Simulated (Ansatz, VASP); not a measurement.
**One calculation of WSe2, two programs**

```
CELL_PARAMETERS angstrom
3.27937 0.00064 0.00000
-1.63913 2.83885 0.00000
0.00000 0.00000 12.78198
ATOMIC_POSITIONS crystal
W 0.33268 0.66635 0.25000
W 0.66732 0.33365 0.75000
Se 0.33381 0.66688 0.61823
Se 0.66619 0.33312 0.11823
Se 0.33381 0.66688 0.88177
Se 0.66619 0.33312 0.38177
```

Alike in both runs: functional PBE; dispersion D3(BJ); k mesh 12 × 12 × 2; occupations gaussian, width 0.05 eV; no spin polarisation.

Ansatz relaxed the structure, and its values are those at the end. VASP's run is a single point on that final structure, the one shown.

```csv
,VASP,Ansatz
version,VASP 6.6.1,Ansatz 0.2.0
potentials or method,"VASP PAW PBE potentials, release 64 (W_sv, Se), cutoff 520 eV","scalar-relativistic, plane waves, PAW"
valence electrons in the cell,52,92
```

|  | VASP | Ansatz | Ansatz less VASP |
| --- | --- | --- | --- |
| gap on the k mesh at the Fermi level (eV) | 0.89 | 0.89 | +0.005 |
| least direct gap on the mesh (eV) | 1.56 | 1.57 | +0.003 |
| pressure (GPa) | 0.3 | 0.0 | -0.33 |
| rms of the force components (eV/Å) | 0.022 | 0.003 | -0.0196 |

VASP's potentials hold 52 valence electrons a cell and Ansatz's 92, so a difference there can come from the potentials and not from the codes.

Spin-orbit coupling is off throughout.
